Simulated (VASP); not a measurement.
Write the native input for VASP 6.6.1 that does the following.

| Item | Value |
| --- | --- |
| Task | single point |
| Functional | PBE |
| Potentials or basis | VASP PAW PBE potentials, release 64 (Sb, Bi_d, O) |
| Cutoff | 520 eV |
| k mesh | 8 × 8 × 4 |
| Occupations | gaussian, width 0.1 eV |
| Spin | no spin polarisation |
| Dipole correction | no |
| Further INCAR settings | ALGO = Normal; EDIFF = 1e-06; NBANDS = 43 |

The structure of Bi3SbO3 lies in POSCAR:

```
Bi3SbO3
1.0
    4.3318943162      0.0000000000      0.0064551725
    0.0000000000      3.7232027408      0.0000000000
   -0.4701758323      0.0000000000      9.4685853092
Sb Bi O
1 3 3
Direct
    0.0138390349      0.0000000000      0.7056043769
    0.5541291613      0.5000000000      0.0056613767
    0.0112496918      0.0000000000      0.2707930848
    0.6138264361      0.5000000000      0.5204149323
    0.5300561343      0.0000000000      0.1632080736
    0.0068826810      0.5000000000      0.1242788368
    0.7700168608      0.0000000000      0.8831383189
```

One way to write it, as run:

INCAR

```
SYSTEM = Bi3SbO3
  ALGO = Normal
  EDIFF = 1E-6
  ENCUT = 520
  GGA = PE
  ISIF = 2
  ISMEAR = 0
  LASPH = .True.
  LCHARG = .False.
  LREAL = .False.
  LWAVE = .False.
  NBANDS = 43
  NELM = 60
  PREC = Accurate
  SIGMA = 0.1
```

KPOINTS

```
k-points
0
Gamma
  8 8 4
  0 0 0
```

Potentials or basis: VASP PAW PBE potentials, release 64 (Sb, Bi_d, O).

Run with:

```console
$ cat potpaw_PBE.64/Sb/POTCAR potpaw_PBE.64/Bi_d/POTCAR potpaw_PBE.64/O/POTCAR > POTCAR
$ mpirun -np 1 vasp_std > vasp.out
```

It gave:

The pressure is 0.0 GPa and the largest force is 0.056 eV/Å. The band gap on the k mesh is zero (band 34 reaches 7.75 eV, above the bottom of band 35 at 6.47 eV).

Caveat: spin-orbit coupling is left out, which moves the levels of the heavy elements.

Run time: 13 min on 1 thread of Oxide Virtual Turin-like Processor (shared host), peak memory 0.55 GiB.
